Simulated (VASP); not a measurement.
Write the native input for VASP 6.6.1 that does the following.

```yaml
Task: single point
Functional: PBEsol
Potentials_or_basis: VASP PAW PBE potentials, release 64 (P)
Cutoff: 520 eV
k_mesh: 18 × 18 × 18
Occupations: gaussian, width 0.15 eV
Spin: no spin polarisation
Dipole_correction: no
Further_INCAR_settings: ALGO = Normal; EDIFF = 1e-06; NBANDS = 12
```

The structure of P lies in POSCAR:

```
P
1.0
    1.6394389191      0.9465305013      3.1296800121
   -1.6394389191      0.9465305013      3.1296800121
    0.0000000000     -1.8930610025      3.1296800121
P
2
Direct
    0.2270802500      0.2270802500      0.2270802500
    0.7729197500      0.7729197500      0.7729197500
```

This cell differs from its parent crystal: strain -0.050 along x and y, +0.000 along z.

One way to write it, as run:

INCAR

```
SYSTEM = P
  ALGO = Normal
  EDIFF = 1E-6
  ENCUT = 520
  GGA = PS
  ISIF = 2
  ISMEAR = 0
  LASPH = .TRUE.
  LCHARG = .FALSE.
  LREAL = .FALSE.
  LWAVE = .FALSE.
  NBANDS = 12
  NELM = 100
  PREC = Accurate
  SIGMA = 0.15
```

KPOINTS

```
k-points
0
G
  18 18 18
  0 0 0
```

Potentials or basis: VASP PAW PBE potentials, release 64 (P).

Command:

```console
$ cat potpaw_PBE.64/P/POTCAR > POTCAR
$ mpirun -np 1 vasp_std > vasp.out
```

It gave:

- Pressure: 11.1 GPa
- Largest force: 0.952 eV/Å
- Band gap on the k mesh: zero (band 5 reaches 11.41 eV, above the bottom of band 6 at 9.73 eV)

Caveat: the cell differs from its parent crystal (strain -0.050 along x and y, +0.000 along z); the PAW data sets were made with another functional, which shifts forces and pressure a little.

Wall time 3 min on 1 thread of Intel(R) Xeon(R) Platinum 8259CL CPU @ 2.50GHz (Skylake/Cascade Lake) (shared host), peak memory 0.27 GiB.
